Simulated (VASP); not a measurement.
HfN, 4 atoms in the cell. The structure is orthorhombic, space group Cmcm (No. 63). Conventional cell: a = 4.468 Å, b = 4.468 Å, c = 4.468 Å, α = 90.00°, β = 90.00°, γ = 90.00°. Hf (site symmetry m2m) has 6 N at 2.18 to 2.28 Å within 2.9 Å. Within 2.9 Å of N (site symmetry m2m) lie 6 Hf at 2.18 to 2.28 Å.  This cell differs from its parent crystal: atoms displaced along several vibrational modes.

```yaml
Program: VASP 6.6.1
Task: single point
Functional: LDA
Potentials_or_basis: VASP PAW LDA potentials, release 64 (Hf_pv, N)
Cutoff: 520 eV
k_mesh: 14 × 14 × 10
Occupations: gaussian, width 0.15 eV
Spin: no spin polarisation
Dipole_correction: no
Further_INCAR_settings: ALGO = Normal; EDIFF = 1e-07; NBANDS = 23
```

Potentials or basis: VASP PAW LDA potentials, release 64 (Hf_pv, N).

The run is started by

```bash
$ cat potpaw_LDA.64/Hf_pv/POTCAR potpaw_LDA.64/N/POTCAR > POTCAR
$ mpirun -np 1 vasp_std > vasp.out
```

Hardware: 1 thread of Intel Xeon 8259CL, on a shared host.

Problem. Estimate the wall time of this run.

Solution. It took 5.9 min on 1 thread of Intel Xeon 8259CL (shared host), peak memory 0.38 GiB. Counts: scf iterations 14, k points 342.
